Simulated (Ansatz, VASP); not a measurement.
One calculation of S, two programs

The input INCAR:

```
  PREC = Accurate
  ENCUT = 520
  EDIFF = 1E-7
  ISMEAR = -1
  SIGMA = 0.08
  LREAL = False
  LASPH = True
  NELM = 60
  ALGO = Normal
  ISIF = 2
  LWAVE = False
  LCHARG = False
  NBANDS = 9
```

The input KPOINTS:

```
regular mesh
0
Gamma
  16 16 16
```

Contents of POSCAR:

```
S
1.0
    0.0000000000      1.5443299915      1.5443299915
    1.5443299915      0.0000000000      1.5443299915
    1.5443299915      1.5443299915      0.0000000000
S
1
Direct
    0.0000000000      0.0000000000      0.0000000000
```

Input for Ansatz:

```yaml
crystal:
  lattice:
    - [0.0, 1.5443299915, 1.5443299915]
    - [1.5443299915, 0.0, 1.5443299915]
    - [1.5443299915, 1.5443299915, 0.0]
  atoms:
    - { symbol: S, position: [0.0, 0.0, 0.0] }
kpoints:
  mp_grid: { grid: [16, 16, 16] }
scf:
  occupations: { method: fermi_dirac, width: 0.08 }
hamiltonian:
  xc: lda
  pseudopotentials: { kind: paw }
output:
  forces: true
  stress: true
  eigenvalues: true
  populations: true
```

Change from the starting cell: volume scaled by 0.5, PAW files.

Alike in both runs: task single point; functional LDA; k mesh 16 × 16 × 16; occupations fermi-dirac, width 0.08 eV; no spin polarisation.

```csv
,VASP,Ansatz
version,VASP 6.6.1,Ansatz 0.2.0
potentials or method,"VASP PAW LDA potentials, release 64 (S)","PAW with Ansatz's default frozen-core files, scalar-relativistic"
plane-wave cutoff (eV),520,420
valence electrons in the cell,6,6
```

|  | VASP | Ansatz | Ansatz less VASP |
| --- | --- | --- | --- |
| pressure (GPa) | 259.9 | 264.1 | +4.16 |

LDA's correlation is that of Perdew and Zunger in VASP and of Perdew and Wang (1992) in Ansatz. Both programs put the cell under a high pressure, so it lies far from rest at this level.

Noted on VASP's run: the cell as given lies far from equilibrium.
